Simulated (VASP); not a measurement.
Crystal: Ti.

```
CELL_PARAMETERS angstrom
2.95000 0.00000 0.00000
-1.47500 2.55477 0.00000
0.00000 0.00000 4.68000
ATOMIC_POSITIONS crystal
Ti 0.33333 0.66667 0.25000
Ti 0.66667 0.33333 0.75000
```

Base run:

```yaml
Program: VASP 6.6.1
Functional: PBEsol
Potentials_or_basis: VASP PAW PBE potentials, release 64 (Ti_sv)
Cutoff: 500 eV
k_mesh: 11 × 11 × 6
Occupations: gaussian, width 0.05 eV
Spin: no spin polarisation
```

Its results: band gap on the k mesh zero (bands 12 and 13 overlap by 1.00 eV); pressure -6.0 GPa.

**Question.** The run is repeated on the same cell with these changes: functional from PBEsol to RPBE. What comes out?

**Answer.** Band gap on the k mesh zero (bands 12 and 13 overlap by 1.03 eV); pressure 1.3 GPa.

RPBE binds less tightly than PBEsol, so the same cell stands under more pressure.

Caveats: the PAW data sets were made with another functional, which shifts forces and pressure a little; the cell stands under tension (at least some runs).
